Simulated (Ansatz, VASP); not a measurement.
## Mg2CdO3 in VASP and in Ansatz

```xyz
12
Lattice="2.7257 -4.7115 -0.0012 2.7257 4.7115 -0.0012 -1.8236 0.0000 5.1470" Properties=species:S:1:pos:R:3 pbc="T T T"
Mg   -0.9118    0.0000    2.5735
Mg    1.8139    1.5578    2.5723
Mg    1.8139   -1.5578    2.5723
Mg    2.7257    0.0000   -0.0012
Cd    0.9021   -3.1334    5.1458
Cd    2.7257    3.1334   -0.0012
O     0.0436   -1.4876    3.7314
O     3.5843   -1.4876    1.4132
O     0.0436    1.4876    3.7314
O     3.5843    1.4876    1.4132
O     2.6013    0.0000    3.7989
O     1.0266    0.0000    1.3457
```

Alike in both runs: task single point; functional PBE; k mesh 4 × 4 × 4; occupations gaussian, width 0.1 eV; no spin polarisation.

```csv
,VASP,Ansatz
version,VASP 6.6.1,Ansatz 0.2.0
potentials or method,"VASP PAW PBE potentials, release 64 (Mg, Cd, O), cutoff 520 eV","scalar-relativistic, plane waves, PAW"
valence electrons in the cell,68,116
```

Ansatz gave:

| Item | Value |
| --- | --- |
| gap on the k mesh at the Fermi level (eV) | 1.89 |
| least direct gap on the mesh (eV) | 2.31 |
| pressure (GPa) | 0.0 |
| rms of the force components (eV/Å) | 0.001 |

Question: What did VASP give for the same quantities?

Answer: gap on the k mesh at the Fermi level (eV): 1.87; least direct gap on the mesh (eV): 2.29; pressure (GPa): 0.2; rms of the force components (eV/Å): 0.037.

Atom by atom the forces differ by 0.037 eV/Å (rms over components). VASP's potentials hold 68 valence electrons a cell and Ansatz's 116, so a difference there can come from the potentials and not from the codes.
